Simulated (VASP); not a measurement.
A run of VASP 6.6.1:

The input INCAR:

```
SYSTEM = YTaP2
ALGO = Normal ; EDIFF = 1E-6
ENCUT = 520 ; GGA = PE
ISIF = 2 ; ISMEAR = 0
LASPH = .True. ; LCHARG = .True.
LELF = .True. ; LREAL = .False.
LVHAR = .True. ; LWAVE = .False.
NBANDS = 24 ; NELM = 60
PREC = Accurate ; SIGMA = 0.1
```

The input KPOINTS:

```
k-points
0
Gamma
  15 15 8
  0 0 0
```

The input POSCAR:

```
YTaP2
1.0
    3.6950732244      0.0000000000      0.0000000000
   -1.8475366122      3.2000272812      0.0000000000
    0.0000000000      0.0000000000      6.5821918333
Y Ta P
1 1 2
Direct
    0.0000000000      0.0000000000      0.0000000000
    0.0000000000      0.0000000000      0.5000000000
    0.6666666667      0.3333333333      0.7205293551
    0.3333333333      0.6666666667      0.2794706449
```

Potentials or basis: VASP PAW PBE potentials, release 64 (Y_sv, Ta_pv, P).

The run is started by

```console
$ cat potpaw_PBE.64/Y_sv/POTCAR potpaw_PBE.64/Ta_pv/POTCAR potpaw_PBE.64/P/POTCAR > POTCAR
$ mpirun -np 1 vasp_std > vasp.out
```

Hardware: 1 thread of Intel(R) Xeon(R) 6975P-C (Granite Rapids), with other jobs on the host.

Problem. How long does it take, and how much memory?

Solution. Run time: 2.1 min on 1 thread of Intel(R) Xeon(R) 6975P-C (Granite Rapids), with other jobs on the host, peak memory 0.5 GiB. Counts: scf iterations 13, k points 192.
